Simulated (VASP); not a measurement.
Wanted: the native input for a VASP 6.6.1 run.

```yaml
Task: single point
Functional: LDA
Potentials_or_basis: VASP PAW LDA potentials, release 64 (C)
Cutoff: 520 eV
k_mesh: 9 × 9 × 9
Occupations: fermi-dirac, width 0.1 eV
Spin: no spin polarisation
Dipole_correction: no
Further_INCAR_settings: ALGO = Normal; EDIFF = 1e-06; NBANDS = 8
```

The structure of C lies in POSCAR:

```
C
1.0
    1.7154212912      0.0000000000      0.0000000000
    0.0000000000      1.7154212912      0.0000000000
    0.0000000000      0.0000000000      1.7154212912
C
1
Direct
    0.0000000000      0.0000000000      0.0000000000
```

One way to write it, as run:

INCAR

```
ALGO = Normal ; EDIFF = 1E-6
ENCUT = 520 ; GGA = CA
ISIF = 2 ; ISMEAR = -1
LASPH = True ; LCHARG = False
LREAL = False ; LWAVE = False
NBANDS = 8 ; NELM = 100
PREC = Accurate ; SIGMA = 0.1
```

KPOINTS

```
k-points
0
Gamma
  9 9 9
```

Potentials or basis: VASP PAW LDA potentials, release 64 (C).

Launch:

```sh
$ cat potpaw_LDA.64/C/POTCAR > POTCAR
$ mpirun -np 1 vasp_std > vasp.out
```

It gave:

```
Pressure               : 31.3 GPa
Band gap on the k mesh : zero (band 2 reaches 22.59 eV, above the bottom of band 3 at 11.43 eV)
```

Caveat: the k points lie up to 0.41 Å⁻¹ apart.

Run time: 0.7 s on 1 thread of Intel(R) Xeon(R) 6975P-C (Granite Rapids) (shared host), peak memory 0.1 GiB.
